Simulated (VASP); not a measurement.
# Hf (I4/mmm) in VASP: notebook

The runs below take Hf through single point, with PBEsol.

Program: VASP 6.6.1. These are calculated values, not measurements. Logs are shortened: lines on timing, memory, paths and dates and some standing lists are left out, and cuts for length are marked.

## 1. The cell of the first run

Symmetry: I4/mmm, No. 139, tetragonal system. The conventional cell has a = 3.014 Å, b = 3.014 Å, c = 4.085 Å, α = 90.00°, β = 90.00°, γ = 90.00°. Within 3.9 Å of Hf (site symmetry 4/mmm) lie 12 Hf at 2.95 to 3.01 Å.

## 2. Single point, PBEsol (strain -0.040 along x and y, -0.080 along z)

Input file INCAR:

```
SYSTEM = Hf
ALGO     = Normal         ! electronic algorithm
EDIFF    = 1E-6           ! SCF threshold, eV
ENCUT    = 500            ! plane-wave cutoff, eV
GGA      = PS             ! functional
GGA_COMPAT= .False.      
ISIF     = 2              ! what is computed and relaxed
ISMEAR   = 0              ! smearing method
LASPH    = .True.         ! aspherical terms in the spheres
LCHARG   = .False.        ! write CHGCAR
LREAL    = .False.        ! projectors in reciprocal space
LWAVE    = .False.        ! write WAVECAR
NBANDS   = 11             ! bands
NELM     = 120            ! most SCF steps
PREC     = Accurate       ! precision mode
SIGMA    = 0.15           ! smearing width, eV
```

Input file KPOINTS:

```
k-points
0
Gamma
  18 18 18
  0 0 0
```

Input file POSCAR:

```
Hf
1.0
    0.0000000000      2.1312000000      2.0424000000
    2.1312000000      0.0000000000      2.0424000000
    2.1312000000      2.1312000000      0.0000000000
Hf
1
Direct
    0.0000000000      0.0000000000      0.0000000000
```

Potentials or basis: VASP PAW PBE potentials, release 64 (Hf_pv).

On the command line:

```sh
$ cat potpaw_PBE.64/Hf_pv/POTCAR > POTCAR
$ mpirun -np 1 vasp_std > vasp.out
```

OUTCAR:

```text
SYSTEM = Hf
   EDIFF = 1E-6
   ENCUT = 500
   GGA = PS
   ISIF = 2
   ISMEAR = 0
   LASPH = .True.
   LREAL = .False.
   NELM = 120
   PREC = Accurate

 ion  position               nearest neighbor table
   1  0.000  0.000  0.000-

  LATTYP: Found a body centered tetragonal cell.
 ALAT       =     3.0139719441
 C/A-ratio  =     1.3552879973

  Lattice vectors:

 A1 = (   0.0000000000,  -2.1312000000,  -2.0424000000)
 A2 = (   0.0000000000,   2.1312000000,  -2.0424000000)
 A3 = (   2.1312000000,   0.0000000000,   2.0424000000)

Analysis of symmetry for initial positions (statically):
=====================================================================
 Subroutine PRICEL returns:
 Original cell was already a primitive cell.

 Routine SETGRP: Setting up the symmetry group for a
 body centered tetragonal supercell.

 Subroutine GETGRP returns: Found 16 space group operations
 (whereof 16 operations were pure point group operations)
 out of a pool of 16 trial point group operations.

The static configuration has the point symmetry D_4h.

Analysis of symmetry for dynamics (positions and initial velocities):
=====================================================================
 Subroutine PRICEL returns:
 Original cell was already a primitive cell.

 Routine SETGRP: Setting up the symmetry group for a
 body centered tetragonal supercell.

 Subroutine GETGRP returns: Found 16 space group operations
 (whereof 16 operations were pure point group operations)
 out of a pool of 16 trial point group operations.

The dynamic configuration has the point symmetry D_4h.

 Subroutine INISYM returns: Found 16 space group operations
 (whereof 16 operations are pure point group operations),
 and found     1 'primitive' translations

----------------------------------------------------------------------------------------

                                     Primitive cell

  volume of cell :      18.5532

  direct lattice vectors                    reciprocal lattice vectors
     0.000000000  2.131200000  2.042400000    -0.234609610  0.234609610  0.244810027
     2.131200000  0.000000000  2.042400000     0.234609610 -0.234609610  0.244810027
     2.131200000  2.131200000  0.000000000     0.234609610  0.234609610 -0.244810027

  length of vectors
     2.951848777  2.951848777  3.013971944     0.412329101  0.412329101  0.412329101

  position of ions in fractional coordinates (direct lattice)
     0.000000000  0.000000000  0.000000000

  ion indices of the primitive-cell ions
   primitive index   ion index
                 1           1

----------------------------------------------------------------------------------------

 KPOINTS: k-points

Automatic generation of k-mesh.
 Grid dimensions read from file:
 generate k-points for:   18   18   18

 Generating k-lattice:

  Cartesian coordinates                     Fractional coordinates (reciprocal lattice)
    -0.013033867  0.013033867  0.013600557     0.055555556 -0.000000000  0.000000000
     0.013033867 -0.013033867  0.013600557    -0.000000000  0.055555556  0.000000000
     0.013033867  0.013033867 -0.013600557     0.000000000  0.000000000  0.055555556

  Length of vectors
     0.022907172  0.022907172  0.022907172

  Shift w.r.t. Gamma in fractional coordinates (k-lattice)
     0.000000000  0.000000000  0.000000000

 Subroutine IBZKPT returns following result:
 ===========================================

 Found    480 irreducible k-points:

 Following reciprocal coordinates:
            Coordinates               Weight
  0.000000  0.000000  0.000000      1.000000
  0.055556 -0.000000  0.000000      8.000000
  0.111111 -0.000000  0.000000      8.000000
  0.166667 -0.000000  0.000000      8.000000
  0.222222 -0.000000  0.000000      8.000000
  0.277778 -0.000000  0.000000      8.000000
[... 16 lines left out ...]
 -0.277778  0.055556  0.000000      8.000000
 -0.222222  0.055556  0.000000      8.000000
 [... further k-points ...]
   k-points           NKPTS =    480   k-points in BZ     NKDIM =    480   number of bands    NBANDS=     11
   number of dos      NEDOS =    301   number of ions     NIONS =      1
   total plane-waves  NPLWV =  13824
   dimension x,y,z NGX =    24 NGY =   24 NGZ =   24
   dimension x,y,z NGXF=    48 NGYF=   48 NGZF=   48
   ions per type =               1
   NGX,Y,Z   is equivalent  to a cutoff of  13.52, 13.52, 13.24 a.u.
   NGXF,Y,Z  is equivalent  to a cutoff of  27.03, 27.03, 26.48 a.u.
 SYSTEM =  Hf
   PREC   = accura    normal or accurate (medium, high low for compatibility)
   ISTART =      0    job   : 0-new  1-cont  2-samecut
   ICHARG =      2    charge: 1-file 2-atom 10-const
   ISPIN  =      1    spin polarized calculation?
   LNONCOLLINEAR =      F non collinear calculations
   LSORBIT =      F    spin-orbit coupling
   LASPH  =      T    aspherical Exc in radial PAW
   ENCUT  =  500.0 eV  36.75 Ry    6.06 a.u.   5.38  5.38  5.50*2*pi/ulx,y,z
   NELM   =    120;   NELMIN=  2; NELMDL= -5     # of ELM steps
   EDIFF  = 0.1E-05   stopping-criterion for ELM
   LREAL  =      F    real-space projection
   EDIFFG = 0.1E-04   stopping-criterion for IOM
   NSW    =      0    number of steps for IOM
   IBRION =     -1    ionic relax: 0-MD 1-quasi-New 2-CG
   NFREE  =      0    steps in history (QN), initial steepest desc. (CG)
   ISIF   =      2    stress and relaxation
   ISYM   =      2    0-nonsym 1-usesym 2-fastsym
   POTIM  = 0.5000    time-step for ionic-motion
   TEBEG  =    0.0;   TEEND  =   0.0 temperature during run
   PSTRESS=    0.0 pullay stress
   NELECT =      10.0000    total number of electrons
   NUPDOWN=      -1.0000    fix difference up-down
   EMIN   =  10.00;   EMAX   =-10.00  energy-range for DOS
   EFERMI =   0.00;   METHOD = LEGACY
   ISMEAR =     0;   SIGMA  =   0.15  broadening in eV -4-tet -1-fermi 0-gaus
   EFERMI_NEDOS =   21; number of points for ismear=-14 and -15
   IALGO  =     38    algorithm
   IMIX   =      4    mixing-type and parameters
     AMIX     =   0.40;   BMIX     =  1.00
     AMIX_MAG =   1.60;   BMIX_MAG =  1.00
  volume/ion in A,a.u.               =      18.55       125.20
  Fermi-wavevector in a.u.,A,eV,Ry     =   1.332299  2.517680 24.150628  1.775021
  Thomas-Fermi vector in A             =   2.461245
   LORBIT       =      0    0 simple, 1 ext, 2 COOP (PROOUT), +10 PAW based schemes
   GGA     = PS    functional components
   LHFCALC =     F    Hartree Fock is set to
   AEXX    =    0.0000 exact exchange contribution
   IVDW    =     0    specifies the selected vdW correction
   LEPSILON=     F    determine dielectric tensor
   LRPA    =     F    only Hartree local field effects (RPA)
 non-spin polarized calculation
 Gauss-broadening in eV      SIGMA  =   0.15
  energy-cutoff  :      500.00
  volume of cell :       18.55
 maximum number of plane-waves:       499
 NGX is ok and might be reduce to    24
   NGX = 11   NGY = 11   NGZ = 11

 number of electron      10.0000002 magnetization

 Free energy of the ion-electron system (eV)
  ---------------------------------------------------
  ext. energy  EPLUGINS =         0.00000000
  ---------------------------------------------------
  free energy    TOTEN  =       -10.26908349 eV

  energy without entropy =      -10.25652581  energy(sigma->0) =      -10.26280465

 E-fermi :   5.9627     XC(G=0): -12.2787

 val. band max:        5.9616135154   @ k =  -0.2778   0.2778   0.1111
 cond. band min:       5.9680139174   @ k =   0.2222   0.1667   0.0556
 fundamental gap:      0.0064004020
 Fermi energy:         5.9626728867

 k-point     1 :       0.0000    0.0000    0.0000
  band No.  band energies     occupation
      1     -23.3239      2.00000
      2     -23.3239      2.00000
      3     -23.3167      2.00000
      4      -1.8614      2.00000
      5       7.2130      0.00000
      6       7.2130      0.00000
      7       7.7719      0.00000
      8      10.4541      0.00000
      9      11.3144      0.00000
     10      17.9894      0.00000
     11      19.6180      0.00000

 k-point     2 :       0.0556   -0.0000    0.0000
  band No.  band energies     occupation
      1     -23.3722      2.00000
      2     -23.3312      2.00000
      3     -23.3238      2.00000
      4      -1.7236      2.00000
      5       7.1397      0.00000
      6       7.2773      0.00000
      7       7.7707      0.00000
      8      10.3863      0.00000
      9      11.2185      0.00000
     10      18.2961      0.00000
     11      19.6176      0.00000

 k-point     3 :       0.1111   -0.0000    0.0000
  band No.  band energies     occupation
      1     -23.5157      2.00000
      2     -23.3521      2.00000
      3     -23.3372      2.00000
      4      -1.3266      2.00000
      5       6.8587      0.00000
      6       7.4382      0.00000
      7       7.8708      0.00000
      8      10.2447      0.00000
      9      10.9896      0.00000
     10      19.0861      0.00000
     11      19.6159      0.00000

 k-point     4 :       0.1667   -0.0000    0.0000
  band No.  band energies     occupation
      1     -23.7299      2.00000
      2     -23.3840      2.00000
      3     -23.3574      2.00000
      4      -0.7203      2.00000
      5       6.4547      0.00000
      6       7.5887      0.00000
      7       8.0521      0.00000
      8      10.2022      0.00000
      9      10.7850      0.00000
     10      19.4499      0.00000
     11      19.6358      0.00000
[... 239 lines left out ...]
 k-point    22 :      -0.3333    0.0556    0.0000
  band No.  band energies     occupation
      1     -24.5286      2.00000
      2     -23.5020      2.00000
      3     -23.4947      2.00000
      4       1.5073      2.00000
      5       6.1791      0.04131
      6       7.1773      0.00000
      7       7.5832      0.00000
      8      11.6820      0.00000
      9      12.7358      0.00000
     10      17.6442      0.00000
     11      19.6090      0.00000

 k-point    23 :      -0.2778    0.0556    0.0000
  band No.  band energies     occupation
      1     -24.3088      2.00000
      2     -23.4744      2.00000
      3     -23.4618      2.00000
      4       1.0247      2.00000
      5       5.9284      1.25305
      6       7.4350      0.00000
      7       7.7832      0.00000
      8      10.7598      0.00000
      9      12.0492      0.00000
     10      18.1801      0.00000
     11      19.6195      0.00000

 k-point    24 :      -0.2222    0.0556    0.0000
  band No.  band energies     occupation
      1     -24.0588      2.00000
      2     -23.4476      2.00000
      3     -23.4202      2.00000
      4       0.3410      2.00000
      5       5.9683      0.95799
      6       7.6706      0.00000
      7       7.9910      0.00000
      8      10.0506      0.00000
      9      11.4784      0.00000
     10      18.9046      0.00000
     11      19.6264      0.00000

 [... further k-points ...]
[... 5 lines left out ...]
  --------------------------------------------------------------------------------------
  -------------------------------------------------------------------------------------
  Total        2.2900710      2.2900710      2.5489463      0.0000000      0.0000000      0.0000000
  in kB      197.7608505    197.7608505    220.1162230      0.0000000      0.0000000      0.0000000
  external PRESSURE =     205.2126413 kB  Pullay stress =       0.0000000 kB

 VOLUME and BASIS-vectors are now :
 -----------------------------------------------------------------------------
  energy-cutoff  :      500.00
  volume of cell :       18.55
      direct lattice vectors                 reciprocal lattice vectors
     0.000000000  2.131200000  2.042400000    -0.234609610  0.234609610  0.244810027
     2.131200000  0.000000000  2.042400000     0.234609610 -0.234609610  0.244810027
     2.131200000  2.131200000  0.000000000     0.234609610  0.234609610 -0.244810027

 POSITION                                       TOTAL-FORCE (eV/Angst)
 -----------------------------------------------------------------------------------
      0.00000      0.00000      0.00000         0.000000     -0.000000      0.000000
 -----------------------------------------------------------------------------------
    total drift:                                0.000000     -0.000000     -0.000000

  FREE ENERGIE OF THE ION-ELECTRON SYSTEM (eV)
  ---------------------------------------------------
  free  energy   TOTEN  =       -10.2690834930 eV

  energy  without entropy=      -10.2565258103  energy(sigma->0) =      -10.26280465
```

Wall time 36 s (1 thread of Intel Xeon 6975P-C, shared host); peak memory 0.22 GiB.

Results:

- Free energy: -10.2691 eV
- Pressure: 20.5 GPa
- Band gap on the k mesh: zero (band 5 reaches 7.32 eV, above the bottom of band 6 at 5.14 eV)

Caveat: the cell differs from its parent crystal (strain -0.040 along x and y, -0.080 along z); the PAW data sets were made with another functional, which shifts forces and pressure a little; spin-orbit coupling is left out, which moves the levels of the heavy elements.

## 3. Single point, PBEsol (strain +0.040 along x and y, -0.080 along z)

Input file INCAR:

```
ALGO = Normal
EDIFF = 1E-6
ENCUT = 500
GGA = PS
GGA_COMPAT = F
ISIF = 2
ISMEAR = 0
LASPH = T
LCHARG = T
LELF = T
LREAL = F
LVHAR = T
LWAVE = F
NBANDS = 11
NELM = 120
PREC = Accurate
SIGMA = 0.15
```

Input file KPOINTS:

```
k-points
0
Gamma
  18 18 18
```

Input file POSCAR:

```
Hf
1.0
    0.0000000000      2.3088000000      2.0424000000
    2.3088000000      0.0000000000      2.0424000000
    2.3088000000      2.3088000000      0.0000000000
Hf
1
Direct
    0.0000000000      0.0000000000      0.0000000000
```

Potentials or basis: VASP PAW PBE potentials, release 64 (Hf_pv).

On the command line:

```sh
$ cat potpaw_PBE.64/Hf_pv/POTCAR > POTCAR
$ mpirun -np 1 vasp_std > vasp.out
```

It took 41 s on 1 thread of Intel Xeon 6975P-C, shared host; peak memory 0.23 GiB.

Results (log left out):

* Free energy: -10.4099 eV
* Pressure: -1.5 GPa
* Band gap on the k mesh: zero (band 5 reaches 6.13 eV, above the bottom of band 6 at 4.00 eV)

Stress tensor (GPa, compression positive):
```
-3.12  0.00  0.00
 0.00 -3.12  0.00
 0.00  0.00  1.65
```

Levels at points of the mesh, in eV from the Fermi level:
```csv
k point,band 1,band 2,band 3,band 4,band 5,band 6,band 7,band 8,band 9,band 10
"(0.00, 0.00, 0.00)",-29.84,-29.84,-29.83,-7.27,1.11,1.11,2.42,3.24,5.02,11.72
"(0.50, 0.00, 0.00)",-30.74,-30.03,-29.88,-3.67,0.42,0.77,2.11,5.94,7.04,9.89
"(0.50, 0.50, 0.00)",-30.66,-30.28,-30.28,-3.16,-2.43,4.16,6.50,7.13,7.13,9.11
"(0.50, 0.00, 0.50)",-30.68,-30.18,-30.01,-3.43,-1.95,2.08,6.12,6.40,7.74,10.10
```

Caveat: the cell differs from its parent crystal (strain +0.040 along x and y, -0.080 along z); the PAW data sets were made with another functional, which shifts forces and pressure a little; spin-orbit coupling is left out, which moves the levels of the heavy elements.

## 4. Single point, PBEsol (strain +0.040 along x and y, -0.040 along z)

Input file INCAR:

```
SYSTEM = Hf
  PREC = Accurate
  ENCUT = 500
  EDIFF = 1E-6
  ISMEAR = 0
  SIGMA = 0.15
  LREAL = .False.
  LASPH = .True.
  NELM = 120
  ALGO = Normal
  ISIF = 2
  LWAVE = .False.
  LCHARG = .False.
  GGA = PS
  NBANDS = 11
  GGA_COMPAT = .False.
```

Input file KPOINTS:

```
regular mesh
0
Gamma
  18 18 18
  0 0 0
```

Input file POSCAR:

```
Hf
1.0
    0.0000000000      2.3088000000      2.1312000000
    2.3088000000      0.0000000000      2.1312000000
    2.3088000000      2.3088000000      0.0000000000
Hf
1
Direct
    0.0000000000      0.0000000000      0.0000000000
```

On the command line:

```sh
$ cat potpaw_PBE.64/Hf_pv/POTCAR > POTCAR
$ mpirun -np 1 vasp_std > vasp.out
```

Run time: 42 s. Hardware: 1 thread of Intel Xeon 6975P-C, shared host; peak memory 0.23 GiB.

Results (log left out):

| Property | Result |
| --- | --- |
| Free energy | -10.4054 eV |
| Pressure | -5.6 GPa |
| Band gap on the k mesh | zero (band 5 reaches 5.69 eV, above the bottom of band 6 at 3.77 eV) |

Stress tensor (GPa, compression positive):
```
-6.77  0.00  0.00
 0.00 -6.77  0.00
 0.00  0.00 -3.16
```

Levels at points of the mesh, in eV from the Fermi level:
```tsv
k point	band 1	band 2	band 3	band 4	band 5	band 6	band 7	band 8	band 9	band 10
(0.00, 0.00, 0.00)	-30.01	-30.01	-30.01	-7.15	1.15	1.15	2.00	3.46	4.64	11.42
(0.50, 0.00, 0.00)	-30.79	-30.16	-30.07	-3.58	0.59	0.68	1.72	5.86	6.51	9.24
(0.50, 0.50, 0.00)	-30.74	-30.36	-30.36	-3.06	-2.20	3.36	6.17	6.81	6.81	9.09
(0.50, 0.00, 0.50)	-30.74	-30.31	-30.20	-3.25	-1.94	2.07	6.04	6.33	7.21	9.76
```

Caveat: the cell differs from its parent crystal (strain +0.040 along x and y, -0.040 along z); the PAW data sets were made with another functional, which shifts forces and pressure a little; spin-orbit coupling is left out, which moves the levels of the heavy elements.

## 5. Summary

| cell | gap on the mesh (eV) | pressure (GPa) |
| --- | --- | --- |
| a = 2.952, b = 2.952, c = 3.014 Å, angles 59.3, 59.3, 61.4°, 1 atom | none | 20.5 |
| a = 3.083, b = 3.083, c = 3.265 Å, angles 58.0, 58.0, 64.0°, 1 atom | none | -1.5 |
| a = 3.142, b = 3.142, c = 3.265 Å, angles 58.7, 58.7, 62.6°, 1 atom | none | -5.6 |

Alike in all rows: task single point; level PBEsol; potentials or basis VASP PAW PBE potentials, release 64 (Hf_pv); no spin polarisation; k mesh 18 × 18 × 18; cutoff (eV) 500; smearing gaussian 0.15 eV.

Caveats: the PAW data sets were made with another functional, which shifts forces and pressure a little; spin-orbit coupling is left out, which moves the levels of the heavy elements.

Total energies depend on the potentials used, so only differences within one code and one set of settings carry meaning.
